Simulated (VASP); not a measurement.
# Re (P6_3/mmc) in VASP: a series of runs

Runs on Re. Level: LDA. Tasks: electric field gradients.

Program: VASP 6.6.1. These are calculated values, not measurements. Logs are shortened: lines on timing, memory, paths and dates and some standing lists are left out, and cuts for length are marked.

### Step 1. The cell of the first run

The structure is hexagonal, space group P6_3/mmc (No. 194). The conventional cell has a = 2.603 Å, b = 2.603 Å, c = 4.037 Å, α = 90.00°, β = 90.00°, γ = 120.00°. Re (site symmetry -6m2) has 12 Re at 2.52 to 2.60 Å within 3.3 Å.

### Step 2. Electric field gradients, LDA (zz strain of -3 %)

Input file INCAR:

```
PREC     = Accurate       # precision mode
ENCUT    = 520            # plane-wave cutoff, eV
EDIFF    = 1E-8           # SCF threshold, eV
ISMEAR   = -1             # smearing method
SIGMA    = 0.05           # smearing width, eV
LREAL    = False          # projectors in reciprocal space
LASPH    = True           # aspherical terms in the spheres
NELM     = 80             # most SCF steps
ALGO     = Normal         # electronic algorithm
ISIF     = 2              # what is computed and relaxed
LWAVE    = False          # write WAVECAR
LCHARG   = False          # write CHGCAR
GGA      = CA             # functional
LEFG     = True         
NBANDS   = 14             # bands
```

Input file KPOINTS:

```
Automatic mesh
0
Gamma
  14 14 8
```

Input file POSCAR:

```
Re
1.0
    2.6029010724      0.0000000000      0.0000000000
   -1.3014505362      2.2541784522      0.0000000000
    0.0000000000      0.0000000000      4.0371400000
Re
2
Direct
    0.3333333333      0.6666666667      0.2500000000
    0.6666666667      0.3333333333      0.7500000000
```

Potentials or basis: VASP PAW LDA potentials, release 64 (Re).

Launch:

```
> cat potpaw_LDA.64/Re/POTCAR > POTCAR
> mpirun -np 1 vasp_std > vasp.out
```

OUTCAR:

```text
PREC = Accurate
   ENCUT = 520
   EDIFF = 1E-8
   ISMEAR = -1
   LREAL = False
   LASPH = True
   NELM = 80
   ISIF = 2
   GGA = CA

 ion  position               nearest neighbor table
   1  0.333  0.667  0.250-   2 2.52   2 2.52   2 2.52   2 2.52   2 2.52   2 2.52
   2  0.667  0.333  0.750-   1 2.52   1 2.52   1 2.52   1 2.52   1 2.52   1 2.52

  LATTYP: Found a hexagonal cell.
 ALAT       =     2.6029010724
 C/A-ratio  =     1.5510155352

  Lattice vectors:

 A1 = (   2.6029010724,   0.0000000000,   0.0000000000)
 A2 = (  -1.3014505362,   2.2541784522,   0.0000000000)
 A3 = (   0.0000000000,   0.0000000000,   4.0371400000)

Analysis of symmetry for initial positions (statically):
=====================================================================
 Subroutine PRICEL returns:
 Original cell was already a primitive cell.

 Routine SETGRP: Setting up the symmetry group for a
 hexagonal supercell.

 Subroutine GETGRP returns: Found 24 space group operations
 (whereof 12 operations were pure point group operations)
 out of a pool of 24 trial point group operations.

The static configuration has the point symmetry D_3d.
 The point group associated with its full space group is D_6h.

Analysis of symmetry for dynamics (positions and initial velocities):
=====================================================================
 Subroutine PRICEL returns:
 Original cell was already a primitive cell.

 Routine SETGRP: Setting up the symmetry group for a
 hexagonal supercell.

 Subroutine GETGRP returns: Found 24 space group operations
 (whereof 12 operations were pure point group operations)
 out of a pool of 24 trial point group operations.

The dynamic configuration has the point symmetry D_3d.
 The point group associated with its full space group is D_6h.

 Subroutine INISYM returns: Found 24 space group operations
 (whereof 12 operations are pure point group operations),
 and found     1 'primitive' translations

----------------------------------------------------------------------------------------

                                     Primitive cell

  volume of cell :      23.6875

  direct lattice vectors                    reciprocal lattice vectors
     2.602901072  0.000000000  0.000000000     0.384186710  0.221810301  0.000000000
    -1.301450536  2.254178452  0.000000000     0.000000000  0.443620601  0.000000000
     0.000000000  0.000000000  4.037140000     0.000000000  0.000000000  0.247700105

  length of vectors
     2.602901072  2.602901072  4.037140000     0.443620601  0.443620601  0.247700105

  position of ions in fractional coordinates (direct lattice)
     0.333333333  0.666666667  0.250000000
     0.666666667  0.333333333  0.750000000

  ion indices of the primitive-cell ions
   primitive index   ion index
                 1           1
                 2           2

----------------------------------------------------------------------------------------

 KPOINTS: Automatic mesh

Automatic generation of k-mesh.
 Grid dimensions read from file:
 generate k-points for:   14   14    8

 Generating k-lattice:

  Cartesian coordinates                     Fractional coordinates (reciprocal lattice)
     0.027441908  0.015843593  0.000000000     0.071428571  0.000000000  0.000000000
     0.000000000  0.031687186  0.000000000     0.000000000  0.071428571  0.000000000
     0.000000000  0.000000000  0.030962513     0.000000000  0.000000000  0.125000000

  Length of vectors
     0.031687186  0.031687186  0.030962513

  Shift w.r.t. Gamma in fractional coordinates (k-lattice)
     0.000000000  0.000000000  0.000000000

 Subroutine IBZKPT returns following result:
 ===========================================

 Found    120 irreducible k-points:

 Following reciprocal coordinates:
            Coordinates               Weight
  0.000000  0.000000  0.000000      1.000000
  0.071429 -0.000000  0.000000      6.000000
  0.142857  0.000000  0.000000      6.000000
  0.214286  0.000000  0.000000      6.000000
  0.285714  0.000000  0.000000      6.000000
  0.357143  0.000000  0.000000      6.000000
[... 16 lines left out ...]
  0.285714  0.285714  0.000000      6.000000
  0.357143  0.285714  0.000000      6.000000
 [... further k-points ...]
   k-points           NKPTS =    120   k-points in BZ     NKDIM =    120   number of bands    NBANDS=     14
   number of dos      NEDOS =    301   number of ions     NIONS =      2
   total plane-waves  NPLWV =  12000
   dimension x,y,z NGX =    20 NGY =   20 NGZ =   30
   dimension x,y,z NGXF=    40 NGYF=   40 NGZF=   60
   ions per type =               2
   NGX,Y,Z   is equivalent  to a cutoff of  12.77, 12.77, 12.35 a.u.
   NGXF,Y,Z  is equivalent  to a cutoff of  25.55, 25.55, 24.71 a.u.
 SYSTEM =  unknown system
   PREC   = accura    normal or accurate (medium, high low for compatibility)
   ISTART =      0    job   : 0-new  1-cont  2-samecut
   ICHARG =      2    charge: 1-file 2-atom 10-const
   ISPIN  =      1    spin polarized calculation?
   LNONCOLLINEAR =      F non collinear calculations
   LSORBIT =      F    spin-orbit coupling
   LASPH  =      T    aspherical Exc in radial PAW
   ENCUT  =  520.0 eV  38.22 Ry    6.18 a.u.   4.84  4.84  7.51*2*pi/ulx,y,z
   NELM   =     80;   NELMIN=  2; NELMDL= -5     # of ELM steps
   EDIFF  = 0.1E-07   stopping-criterion for ELM
   LREAL  =      F    real-space projection
   EDIFFG = 0.1E-06   stopping-criterion for IOM
   NSW    =      0    number of steps for IOM
   IBRION =     -1    ionic relax: 0-MD 1-quasi-New 2-CG
   NFREE  =      0    steps in history (QN), initial steepest desc. (CG)
   ISIF   =      2    stress and relaxation
   ISYM   =      2    0-nonsym 1-usesym 2-fastsym
   POTIM  = 0.5000    time-step for ionic-motion
   TEBEG  =    0.0;   TEEND  =   0.0 temperature during run
   PSTRESS=    0.0 pullay stress
   NELECT =      14.0000    total number of electrons
   NUPDOWN=      -1.0000    fix difference up-down
   EMIN   =  10.00;   EMAX   =-10.00  energy-range for DOS
   EFERMI =   0.00;   METHOD = LEGACY
   ISMEAR =    -1;   SIGMA  =   0.05  broadening in eV -4-tet -1-fermi 0-gaus
   EFERMI_NEDOS =   21; number of points for ismear=-14 and -15
   IALGO  =     38    algorithm
   IMIX   =      4    mixing-type and parameters
     AMIX     =   0.40;   BMIX     =  1.00
     AMIX_MAG =   1.60;   BMIX_MAG =  1.00
  volume/ion in A,a.u.               =      11.84        79.93
  Fermi-wavevector in a.u.,A,eV,Ry     =   1.373866  2.596230 25.681088  1.887507
  Thomas-Fermi vector in A             =   2.499344
   LORBIT       =      0    0 simple, 1 ext, 2 COOP (PROOUT), +10 PAW based schemes
   GGA     = CA    functional components
   LHFCALC =     F    Hartree Fock is set to
   AEXX    =    0.0000 exact exchange contribution
   IVDW    =     0    specifies the selected vdW correction
   LEPSILON=     F    determine dielectric tensor
   LRPA    =     F    only Hartree local field effects (RPA)
 non-spin polarized calculation
  energy-cutoff  :      520.00
  volume of cell :       23.69
 maximum number of plane-waves:       656
 NGX is ok and might be reduce to    20
   NGX =  9   NGY =  9   NGZ = 15

 number of electron      13.9999999 magnetization

 Free energy of the ion-electron system (eV)
  ---------------------------------------------------
  ext. energy  EPLUGINS =         0.00000000
  ---------------------------------------------------
  free energy    TOTEN  =       -25.83210347 eV

  energy without entropy =      -25.81893763  energy(sigma->0) =      -25.82552055

 E-fermi :  10.8167     XC(G=0): -15.0340

 val. band max:       10.8109205557   @ k =   0.2143   0.0000   0.2500
 cond. band min:      10.8191209179   @ k =   0.2143   0.0000   0.1250
 fundamental gap:      0.0082003621
 Fermi energy:        10.8166841647

 k-point     1 :       0.0000    0.0000    0.0000
  band No.  band energies     occupation
      1      -0.3911      2.00000
      2       2.4221      2.00000
      3       8.4117      2.00000
      4       8.4117      2.00000
      5       9.2061      2.00000
      6       9.7654      2.00000
      7       9.7654      2.00000
      8      10.4744      1.99787
      9      10.4744      1.99787
     10      12.9447      0.00000
     11      15.2101      0.00000
     12      15.2101      0.00000
     13      24.2254      0.00000
     14      25.0124      0.00000

 k-point     2 :       0.0714   -0.0000    0.0000
  band No.  band energies     occupation
      1      -0.1241      2.00000
      2       2.6606      2.00000
      3       7.8832      2.00000
      4       8.6577      2.00000
      5       9.5579      2.00000
      6       9.6704      2.00000
      7      10.0000      2.00000
      8      10.0979      2.00000
      9      10.2507      1.99998
     10      11.8943      0.00000
     11      15.4068      0.00000
     12      16.6795      0.00000
     13      24.3962      0.00000
     14      25.6224      0.00000

 k-point     3 :       0.1429    0.0000    0.0000
  band No.  band energies     occupation
      1       0.6255      2.00000
      2       3.2749      2.00000
      3       7.0878      2.00000
      4       8.8137      2.00000
      5       9.1221      2.00000
      6       9.3825      2.00000
      7       9.7111      2.00000
      8      10.4096      1.99942
      9      10.6878      1.85880
     10      11.0134      0.03837
     11      15.8620      0.00000
     12      19.0003      0.00000
     13      24.6007      0.00000
     14      27.2880      0.00000
[... 324 lines left out ...]
 k-point    23 :       0.2857    0.2857    0.0000
  band No.  band energies     occupation
      1       3.6574      2.00000
      2       5.2340      2.00000
      3       5.6758      2.00000
      4       6.4872      2.00000
      5       7.8207      2.00000
      6       8.9148      2.00000
      7      10.6810      1.87570
      8      14.2994      0.00000
      9      15.9927      0.00000
     10      16.3339      0.00000
     11      19.0743      0.00000
     12      19.8096      0.00000
     13      21.6738      0.00000
     14      26.8429      0.00000

 k-point    24 :       0.3571    0.2857    0.0000
  band No.  band energies     occupation
      1       3.5253      2.00000
      2       5.5188      2.00000
      3       5.6161      2.00000
      4       6.7203      2.00000
      5       8.0342      2.00000
      6       8.5742      2.00000
      7      10.9987      0.05116
      8      14.9517      0.00000
      9      15.5990      0.00000
     10      16.2847      0.00000
     11      18.9592      0.00000
     12      19.1158      0.00000
     13      21.3713      0.00000
     14      28.3420      0.00000

 [... further k-points ...]
[... 5 lines left out ...]
  --------------------------------------------------------------------------------------
  -------------------------------------------------------------------------------------
  Total       16.5740868     16.5740868     21.3086135     -0.0000000      0.0000000      0.0000000
  in kB     1121.0382321   1121.0382321   1441.2721959     -0.0000000      0.0000000      0.0000000
  external PRESSURE =    1227.7828867 kB  Pullay stress =       0.0000000 kB

 VOLUME and BASIS-vectors are now :
 -----------------------------------------------------------------------------
  energy-cutoff  :      520.00
  volume of cell :       23.69
      direct lattice vectors                 reciprocal lattice vectors
     2.602901072  0.000000000  0.000000000     0.384186710  0.221810301  0.000000000
    -1.301450536  2.254178452  0.000000000     0.000000000  0.443620601  0.000000000
     0.000000000  0.000000000  4.037140000     0.000000000  0.000000000  0.247700105

 POSITION                                       TOTAL-FORCE (eV/Angst)
 -----------------------------------------------------------------------------------
     -0.00000      1.50279      1.00928         0.000000     -0.000000      0.000000
      1.30145      0.75139      3.02785        -0.000000      0.000000      0.000000
 -----------------------------------------------------------------------------------
    total drift:                                0.000000     -0.000000     -0.000000

  FREE ENERGIE OF THE ION-ELECTRON SYSTEM (eV)
  ---------------------------------------------------
  free  energy   TOTEN  =       -25.8321034663 eV

  energy  without entropy=      -25.8189376328  energy(sigma->0) =      -25.82552055

 Electric field gradients (V/A^2)
---------------------------------------------------------------------
 ion       V_xx      V_yy      V_zz      V_xy      V_xz      V_yz
---------------------------------------------------------------------
   1      86.350    86.351  -172.701     0.000     0.000    -0.000
   2      86.350    86.351  -172.701     0.000    -0.000     0.000
---------------------------------------------------------------------

 Electric field gradients after diagonalization (V/A^2)
 (convention: |V_zz| > |V_xx| > |V_yy|)
----------------------------------------------------------------------
 ion       V_xx      V_yy      V_zz     asymmetry (V_yy - V_xx)/ V_zz
----------------------------------------------------------------------
   1      86.351    86.350  -172.701       0.000
   2      86.351    86.350  -172.701       0.000
----------------------------------------------------------------------

           NMR quadrupolar parameters

 Cq : quadrupolar parameter    Cq=e*Q*V_zz/h
 eta: asymmetry parameters     (V_yy - V_xx)/ V_zz
 Q  : nuclear electric quadrupole moment in mb (millibarn)
----------------------------------------------------------------------
 ion       Cq(MHz)       eta       Q (mb)
----------------------------------------------------------------------
   1      -0.418       0.000       1.000
   2      -0.418       0.000       1.000
----------------------------------------------------------------------
```

Wall time 30 s (1 thread of Intel Xeon Platinum 8259CL at 2.50GHz (Skylake/Cascade Lake), shared host); peak memory 0.15 GiB.

Results:

| Quantity | Value |
| --- | --- |
| Free energy | -25.8321 eV |
| Pressure | 122.8 GPa |
| Band gap on the k mesh | zero (band 7 reaches 12.92 eV, above the bottom of band 8 at 8.18 eV) |

Electric field gradients, principal values (V/Å²):
| atom | least | middle | greatest (by size) |
| --- | --- | --- | --- |
| 1 Re | 86.350 | 86.351 | -172.701 |
| 2 Re | 86.350 | 86.351 | -172.701 |

Caveat: the cell differs from its parent crystal (zz strain of -3 %); without QUAD_EFG the Cq values of the log hold for a quadrupole moment of 1 mb, not for the nuclei; spin-orbit coupling is left out, which moves the levels of the heavy elements.

(Continued in part 2 of 2.)
